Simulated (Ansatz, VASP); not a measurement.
InP in VASP and in Ansatz

```xyz
2
Lattice="0.0000 3.0129 3.0129 3.0129 0.0000 3.0129 3.0129 3.0129 0.0000" Properties=species:S:1:pos:R:3 pbc="T T T"
In    0.0000    0.0000    0.0000
P     1.5064    1.5064    1.5064
```

Change from the starting cell: hydrostatic strain +2.0%.

Alike in both runs: task single point; functional HSE06; k mesh 6 × 6 × 6; no spin polarisation.

|  | VASP | Ansatz |
| --- | --- | --- |
| version | VASP 6.6.1 | Ansatz 0.2.0 |
| potentials or method | VASP PAW PBE potentials, release 64 (In_d, P) | plane waves, PAW |
| plane-wave cutoff (eV) | 520 | 420 |
| occupations | gaussian, width 0.01 eV | fixed |
| valence electrons in the cell | 18 | 18 |

Ansatz gave:

```
gap on the k mesh at the Fermi level (eV) : 0.99
pressure (GPa)                            : -3.8
```

Problem. Estimate VASP's values.

Solution. gap on the k mesh at the Fermi level (eV): 0.99; pressure (GPa): -3.9.

Ansatz's warnings: stress exchange threshold loose, stress scf threshold loose.
